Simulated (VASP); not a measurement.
# ZnO (P6_3/mmc) in VASP: a series of runs

The runs below take ZnO through single point, with PBE+D3(BJ).

All numbers are computed with VASP 6.6.1; they aren't measurements. Logs are shortened: lines on timing, memory, paths and dates and some standing lists are left out, and cuts for length are marked.

**1. The cell of the first run**

Symmetry: P6_3/mmc, No. 194, hexagonal system. Conventional cell: a = 3.214 Å, b = 3.214 Å, c = 6.373 Å, α = 90.00°, β = 90.00°, γ = 120.00°. Zn (site symmetry -6m2) has 3 O at 1.86 Å within 2.5 Å. O (site symmetry -6m2) has 3 Zn at 1.86 Å within 2.5 Å.

**2. Single point, PBE+D3(BJ)**

The input, INCAR:

```
PREC = Accurate
ENCUT = 520
EDIFF = 1E-7
ISMEAR = 0
SIGMA = 0.05
LREAL = False
LASPH = True
NELM = 80
ALGO = Normal
ISIF = 2
LWAVE = False
LCHARG = True
GGA = PE
IVDW = 12
LELF = True
LVHAR = True
NBANDS = 26
```

The input, KPOINTS:

```
Automatic mesh
0
Gamma
  12 12 6
```

The input, POSCAR:

```
ZnO
1.0
    3.2135840783      0.0000000000      0.0000000000
   -1.6067920391      2.7830454491      0.0000000000
    0.0000000000      0.0000000000      6.3728000574
Zn O
2 2
Direct
    0.0000000000      0.0000000000      0.7500000000
    0.0000000000      0.0000000000      0.2500000000
    0.3333333333      0.6666666667      0.2500000000
    0.6666666667      0.3333333333      0.7500000000
```

Potentials or basis: VASP PAW PBE potentials, release 64 (Zn, O).

Run with:

```
$ cat potpaw_PBE.64/Zn/POTCAR potpaw_PBE.64/O/POTCAR > POTCAR
$ mpirun -np 1 vasp_std > vasp.out
```

OUTCAR:

```text
PREC = Accurate
   ENCUT = 520
   EDIFF = 1E-7
   ISMEAR = 0
   LREAL = False
   LASPH = True
   NELM = 80
   ISIF = 2
   GGA = PE
   IVDW = 12
 IVDW          = 12

 ion  position               nearest neighbor table
   1  0.000  0.000  0.750-   4 1.86   4 1.86   4 1.86
   2  0.000  0.000  0.250-   3 1.86   3 1.86   3 1.86
   3  0.333  0.667  0.250-   2 1.86   2 1.86   2 1.86
   4  0.667  0.333  0.750-   1 1.86   1 1.86   1 1.86

  LATTYP: Found a hexagonal cell.
 ALAT       =     3.2135840783
 C/A-ratio  =     1.9830817872

  Lattice vectors:

 A1 = (   3.2135840783,   0.0000000000,   0.0000000000)
 A2 = (  -1.6067920391,   2.7830454491,   0.0000000000)
 A3 = (   0.0000000000,   0.0000000000,   6.3728000574)

Analysis of symmetry for initial positions (statically):
=====================================================================
 Subroutine PRICEL returns:
 Original cell was already a primitive cell.

 Routine SETGRP: Setting up the symmetry group for a
 hexagonal supercell.

 Subroutine GETGRP returns: Found 24 space group operations
 (whereof 12 operations were pure point group operations)
 out of a pool of 24 trial point group operations.

The static configuration has the point symmetry D_3d.
 The point group associated with its full space group is D_6h.

Analysis of symmetry for dynamics (positions and initial velocities):
=====================================================================
 Subroutine PRICEL returns:
 Original cell was already a primitive cell.

 Routine SETGRP: Setting up the symmetry group for a
 hexagonal supercell.

 Subroutine GETGRP returns: Found 24 space group operations
 (whereof 12 operations were pure point group operations)
 out of a pool of 24 trial point group operations.

The dynamic configuration has the point symmetry D_3d.
 The point group associated with its full space group is D_6h.

 Subroutine INISYM returns: Found 24 space group operations
 (whereof 12 operations are pure point group operations),
 and found     1 'primitive' translations

----------------------------------------------------------------------------------------

                                     Primitive cell

  volume of cell :      56.9955

  direct lattice vectors                    reciprocal lattice vectors
     3.213584078  0.000000000  0.000000000     0.311179037  0.179659301  0.000000000
    -1.606792039  2.783045449  0.000000000     0.000000000  0.359318602  0.000000000
     0.000000000  0.000000000  6.372800057     0.000000000  0.000000000  0.156916895

  length of vectors
     3.213584078  3.213584078  6.372800057     0.359318602  0.359318602  0.156916895

  position of ions in fractional coordinates (direct lattice)
     0.000000000  0.000000000  0.750000000
     0.000000000  0.000000000  0.250000000
     0.333333333  0.666666667  0.250000000
     0.666666667  0.333333333  0.750000000

  ion indices of the primitive-cell ions
   primitive index   ion index
                 1           1
                 2           2
                 3           3
                 4           4

----------------------------------------------------------------------------------------

 KPOINTS: Automatic mesh

Automatic generation of k-mesh.
 Grid dimensions read from file:
 generate k-points for:   12   12    6

 Generating k-lattice:

  Cartesian coordinates                     Fractional coordinates (reciprocal lattice)
     0.025931586  0.014971608  0.000000000     0.083333333 -0.000000000  0.000000000
     0.000000000  0.029943217  0.000000000     0.000000000  0.083333333  0.000000000
     0.000000000  0.000000000  0.026152816     0.000000000  0.000000000  0.166666667

  Length of vectors
     0.029943217  0.029943217  0.026152816

  Shift w.r.t. Gamma in fractional coordinates (k-lattice)
     0.000000000  0.000000000  0.000000000

 Subroutine IBZKPT returns following result:
 ===========================================

 Found     76 irreducible k-points:

 Following reciprocal coordinates:
            Coordinates               Weight
  0.000000  0.000000  0.000000      1.000000
  0.083333  0.000000  0.000000      6.000000
  0.166667  0.000000  0.000000      6.000000
  0.250000  0.000000  0.000000      6.000000
  0.333333  0.000000  0.000000      6.000000
  0.416667  0.000000  0.000000      6.000000
[... 16 lines left out ...]
  0.250000  0.000000  0.166667     12.000000
  0.333333  0.000000  0.166667     12.000000
 [... further k-points ...]
   k-points           NKPTS =     76   k-points in BZ     NKDIM =     76   number of bands    NBANDS=     26
   number of dos      NEDOS =    301   number of ions     NIONS =      4
   total plane-waves  NPLWV =  27648
   dimension x,y,z NGX =    24 NGY =   24 NGZ =   48
   dimension x,y,z NGXF=    48 NGYF=   48 NGZF=   96
   ions per type =               2   2
   NGX,Y,Z   is equivalent  to a cutoff of  12.42, 12.42, 12.52 a.u.
   NGXF,Y,Z  is equivalent  to a cutoff of  24.83, 24.83, 25.04 a.u.
 SYSTEM =  unknown system
   PREC   = accura    normal or accurate (medium, high low for compatibility)
   ISTART =      0    job   : 0-new  1-cont  2-samecut
   ICHARG =      2    charge: 1-file 2-atom 10-const
   ISPIN  =      1    spin polarized calculation?
   LNONCOLLINEAR =      F non collinear calculations
   LSORBIT =      F    spin-orbit coupling
   LASPH  =      T    aspherical Exc in radial PAW
   ENCUT  =  520.0 eV  38.22 Ry    6.18 a.u.   5.98  5.98 11.85*2*pi/ulx,y,z
   NELM   =     80;   NELMIN=  2; NELMDL= -5     # of ELM steps
   EDIFF  = 0.1E-06   stopping-criterion for ELM
   LREAL  =      F    real-space projection
   EDIFFG = 0.1E-05   stopping-criterion for IOM
   NSW    =      0    number of steps for IOM
   IBRION =     -1    ionic relax: 0-MD 1-quasi-New 2-CG
   NFREE  =      0    steps in history (QN), initial steepest desc. (CG)
   ISIF   =      2    stress and relaxation
   ISYM   =      2    0-nonsym 1-usesym 2-fastsym
   POTIM  = 0.5000    time-step for ionic-motion
   TEBEG  =    0.0;   TEEND  =   0.0 temperature during run
   PSTRESS=    0.0 pullay stress
   NELECT =      36.0000    total number of electrons
   NUPDOWN=      -1.0000    fix difference up-down
   EMIN   =  10.00;   EMAX   =-10.00  energy-range for DOS
   EFERMI =   0.00;   METHOD = LEGACY
   ISMEAR =     0;   SIGMA  =   0.05  broadening in eV -4-tet -1-fermi 0-gaus
   EFERMI_NEDOS =   21; number of points for ismear=-14 and -15
   IALGO  =     38    algorithm
   IMIX   =      4    mixing-type and parameters
     AMIX     =   0.40;   BMIX     =  1.00
     AMIX_MAG =   1.60;   BMIX_MAG =  1.00
  volume/ion in A,a.u.               =      14.25        96.16
  Fermi-wavevector in a.u.,A,eV,Ry     =   1.404631  2.654368 26.844134  1.972988
  Thomas-Fermi vector in A             =   2.527173
   LORBIT       =      0    0 simple, 1 ext, 2 COOP (PROOUT), +10 PAW based schemes
   GGA     = PE    functional components
   LHFCALC =     F    Hartree Fock is set to
   AEXX    =    0.0000 exact exchange contribution
   IVDW    =    12    specifies the selected vdW correction
   LEPSILON=     F    determine dielectric tensor
   LRPA    =     F    only Hartree local field effects (RPA)
 non-spin polarized calculation
 Gauss-broadening in eV      SIGMA  =   0.05
  energy-cutoff  :      520.00
  volume of cell :       57.00
 maximum number of plane-waves:      1566
 NGX is ok and might be reduce to    24
   NGX = 11   NGY = 11   NGZ = 23

 number of electron      36.0000013 magnetization

 Free energy of the ion-electron system (eV)
  ---------------------------------------------------
  ext. energy  EPLUGINS =         0.00000000
  ---------------------------------------------------
  free energy    TOTEN  =       -16.83350893 eV

  energy without entropy =      -16.83350893  energy(sigma->0) =      -16.83350893

 E-fermi :   0.4817     XC(G=0):  -9.8075

 val. band max:        0.2097738630   @ k =   0.0000   0.0000   0.0000
 cond. band min:       0.9674511274   @ k =   0.0000   0.0000   0.0000
 fundamental gap:      0.7576772644
 Fermi energy:         0.4816736255

 k-point     1 :       0.0000    0.0000    0.0000
  band No.  band energies     occupation
      1     -17.8361      2.00000
      2     -17.6484      2.00000
      3      -6.3365      2.00000
      4      -6.3365      2.00000
      5      -6.2981      2.00000
      6      -6.2981      2.00000
[... 18 lines left out ...]
     25      13.1671      0.00000
     26      14.4315      0.00000

 k-point     2 :       0.0833    0.0000    0.0000
  band No.  band energies     occupation
      1     -17.7980      2.00000
      2     -17.6160      2.00000
      3      -6.3526      2.00000
      4      -6.3175      2.00000
      5      -6.2853      2.00000
      6      -6.2467      2.00000
[... 18 lines left out ...]
     25      13.3039      0.00000
     26      13.8587      0.00000

 k-point     3 :       0.1667    0.0000    0.0000
  band No.  band energies     occupation
      1     -17.6923      2.00000
      2     -17.5270      2.00000
      3      -6.3812      2.00000
      4      -6.3550      2.00000
      5      -6.1370      2.00000
      6      -6.0983      2.00000
[... 18 lines left out ...]
     25      13.6576      0.00000
     26      13.7359      0.00000

 k-point     4 :       0.2500    0.0000    0.0000
  band No.  band energies     occupation
      1     -17.5430      2.00000
      2     -17.4047      2.00000
      3      -6.3786      2.00000
      4      -6.3631      2.00000
      5      -5.9099      2.00000
      6      -5.8725      2.00000
[... 18 lines left out ...]
     25      14.1115      0.00000
     26      14.2661      0.00000
[... 496 lines left out ...]
      1     -17.6815      2.00000
      2     -17.5383      2.00000
      3      -6.3800      2.00000
      4      -6.3573      2.00000
      5      -6.1345      2.00000
      6      -6.1010      2.00000
[... 18 lines left out ...]
     25      13.7207      0.00000
     26      14.9388      0.00000

 k-point    23 :       0.2500    0.0000    0.1667
  band No.  band energies     occupation
      1     -17.5338      2.00000
      2     -17.4142      2.00000
      3      -6.3789      2.00000
      4      -6.3652      2.00000
      5      -5.9075      2.00000
      6      -5.8751      2.00000
[... 18 lines left out ...]
     25      14.0238      0.00000
     26      14.1727      0.00000

 k-point    24 :       0.3333    0.0000    0.1667
  band No.  band energies     occupation
      1     -17.3791      2.00000
      2     -17.2899      2.00000
      3      -6.3111      2.00000
      4      -6.3043      2.00000
      5      -5.6406      2.00000
      6      -5.6119      2.00000
[... 18 lines left out ...]
     25      13.4115      0.00000
     26      14.5566      0.00000

 [... further k-points ...]

------------------------ aborting loop because EDIFF is reached ----------------------------------------

 Edisp (eV)   -0.74611

 E8    (eV) :    -0.2828

  FORCE on cell =-STRESS in cart. coord.  units (eV):
  Direction    XX          YY          ZZ          XY          YZ          ZX
  --------------------------------------------------------------------------------------
  -------------------------------------------------------------------------------------
  Total       3.49970     3.49970    -0.27016     0.00000     0.00000     0.00000
  in kB      98.37865    98.37865    -7.59442     0.00000     0.00000     0.00000
  external pressure =       63.05 kB  Pullay stress =        0.00 kB

 VOLUME and BASIS-vectors are now :
 -----------------------------------------------------------------------------
  energy-cutoff  :      520.00
  volume of cell :       57.00
      direct lattice vectors                 reciprocal lattice vectors
     3.213584078  0.000000000  0.000000000     0.311179037  0.179659301  0.000000000
    -1.606792039  2.783045449  0.000000000     0.000000000  0.359318602  0.000000000
     0.000000000  0.000000000  6.372800057     0.000000000  0.000000000  0.156916895

 POSITION                                       TOTAL-FORCE (eV/Angst)
 -----------------------------------------------------------------------------------
      0.00000      0.00000      4.77960        -0.000000      0.000000      0.000000
      0.00000      0.00000      1.59320        -0.000000     -0.000000     -0.000000
     -0.00000      1.85536      1.59320         0.000000      0.000000      0.000000
      1.60679      0.92768      4.77960        -0.000000     -0.000000     -0.000000
 -----------------------------------------------------------------------------------
    total drift:                               -0.000000      0.000000     -0.000000

  FREE ENERGIE OF THE ION-ELECTRON SYSTEM (eV)
  ---------------------------------------------------
  free  energy   TOTEN  =       -17.5796170469 eV

  energy  without entropy=      -17.5796170469  energy(sigma->0) =      -17.57961705
```

Run time: 2.4 min. Hardware: 1 thread of Intel Xeon 8259CL, shared host; peak memory 0.25 GiB.

What came out:

| Property | Result |
| --- | --- |
| Free energy | -17.5796 eV |
| Pressure | 6.3 GPa |
| Band gap on the k mesh | 0.76 eV |
| Dispersion energy per atom | -0.187 eV |

Stress tensor (GPa, compression positive):
```
 9.84  0.00  0.00
 0.00  9.84  0.00
 0.00  0.00 -0.76
```

Caveat: the stress differs along the axes, from -1 to 10 GPa; semilocal functionals underestimate gaps, and a narrow one can read as zero.

(Continued in part 2 of 2.)

The gap in the log of VASP goes by the Fermi energy; the results here count the filled bands.